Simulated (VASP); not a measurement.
Rh: single point with PBE

The system is Rh.

```
Rh
1.0
     0.00000    1.91488    1.91488
     1.91488    0.00000    1.91488
     1.91488    1.91488    0.00000
Rh
1
Direct
  0.50000 0.50000 0.50000
```

The cell was built from a structure type or drawn by symmetry, and may not be a known phase.

| Item | Value |
| --- | --- |
| Program | VASP 6.6.1 |
| Task | single point |
| Functional | PBE |
| Potentials or basis | VASP PAW PBE potentials, release 64 (Rh_pv) |
| Cutoff | 520 eV |
| k mesh | 24 × 24 × 24 |
| Occupations | gaussian, width 0.1 eV |
| Spin | no spin polarisation |
| Dipole correction | no |
| Further INCAR settings | ALGO = Normal; EDIFF = 1e-06; NBANDS = 14 |

The pressure is 0.2 GPa and the band gap on the k mesh is zero (an odd number of electrons rules out a gap without spin polarisation).

Levels at points of the mesh, in eV from the Fermi level:
| k point | band 4 | band 5 | band 6 | band 7 | band 8 | band 9 | band 10 | band 11 |
| --- | --- | --- | --- | --- | --- | --- | --- | --- |
| (0.00, 0.00, 0.00) | -7.80 | -2.98 | -2.98 | -2.98 | -0.96 | -0.96 | 16.02 | 20.59 |
| (0.50, 0.00, 0.00) | -5.94 | -3.05 | -3.05 | 0.55 | 0.55 | 0.76 | 8.43 | 15.51 |
| (0.50, 0.50, 0.00) | -6.11 | -5.75 | 0.52 | 0.95 | 0.95 | 3.24 | 12.01 | 13.20 |

It took 41 s on 1 thread of Intel(R) Xeon(R) Platinum 8259CL CPU @ 2.50GHz (Skylake/Cascade Lake), on a shared host, peak memory 0.18 GiB.
